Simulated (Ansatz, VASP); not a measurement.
**Two plane-wave programs on Ni**

File INCAR:

```
SYSTEM = Ni
PREC = Accurate
ENCUT = 520
EDIFF = 1E-6
ISMEAR = -1
SIGMA = 0.05
LREAL = .FALSE.
LASPH = .TRUE.
NELM = 150
ALGO = Normal
ISIF = 2
LWAVE = .FALSE.
LCHARG = .FALSE.
ISPIN = 2
MAGMOM = 0.633 0.633 0.625 0.625 0.625 0.625 0.625 0.625
LORBIT = 11
LMAXMIX = 4
GGA = RP
NBANDS = 54
```

Contents of KPOINTS:

```
Automatic mesh
0
G
  8 8 8
  0 0 0
```

Contents of POSCAR:

```
Ni
1.0
    4.5114659494      0.0000000000      0.0000000000
    0.0000000000      4.5114659494      0.0000000000
    0.0000000000      0.0000000000      4.5114659494
Ni
8
Direct
    1.0000000000      1.0000000000      0.0000000000
    0.5000000000      0.5000000000      0.5000000000
    0.2500000000      0.0000000000      0.5000000000
    0.7500000000      0.0000000000      0.5000000000
    0.5000000000      0.2500000000      0.0000000000
    0.5000000000      0.7500000000      0.0000000000
    0.0000000000      0.5000000000      0.2500000000
    0.0000000000      0.5000000000      0.7500000000
```

Input for Ansatz:

```yaml
crystal:
  lattice:
    - [4.5114659494, 0.0, 0.0]
    - [0.0, 4.5114659494, 0.0]
    - [0.0, 0.0, 4.5114659494]
  atoms:
    - { symbol: Ni, position: [1.0, 1.0, 0.0], spin: 0.633 }
    - { symbol: Ni, position: [0.5, 0.5, 0.5], spin: 0.633 }
    - { symbol: Ni, position: [0.25, 0.0, 0.5], spin: 0.625 }
    - { symbol: Ni, position: [0.75, 0.0, 0.5], spin: 0.625 }
    - { symbol: Ni, position: [0.5, 0.25, 0.0], spin: 0.625 }
    - { symbol: Ni, position: [0.5, 0.75, 0.0], spin: 0.625 }
    - { symbol: Ni, position: [0.0, 0.5, 0.25], spin: 0.625 }
    - { symbol: Ni, position: [0.0, 0.5, 0.75], spin: 0.625 }
hamiltonian:
  xc: rpbe
  pseudopotentials:
    kind: paw
    azcp:
      Ni: "pseudopotentials/Ni.paw.azcp"
basis:
  ecutwfc: 420
  fft_grid_basis: typed
kpoints:
  mp_grid: { grid: [8, 8, 8], shift: [0, 0, 0] }
magnetization:
  spin_polarized: true
scf:
  occupations: { method: fermi_dirac, width: 0.05 }
```

Alike in both runs: task single point; functional RPBE; k mesh 8 × 8 × 8; occupations fermi-dirac, width 0.05 eV; collinear spin.

```csv
,VASP,Ansatz
version,VASP 6.6.1,Ansatz 0.2.0
potentials or method,"VASP PAW PBE potentials, release 64 (Ni), cutoff 520 eV","plane waves (420 eV) with PAW, scalar-relativistic"
valence electrons in the cell,80,144
```

```csv
,VASP,Ansatz,Ansatz less VASP
net moment per atom (μB),0.61,0.63,+0.016
size of the moment on the site where the two differ most (μB),0.64,0.68,+0.045
```

VASP's potentials were made for PBE, not for RPBE. Site moments also hang on the region over which each program counts them. VASP's potentials hold 80 valence electrons a cell and Ansatz's 144, so a difference there can come from the potentials and not from the codes.
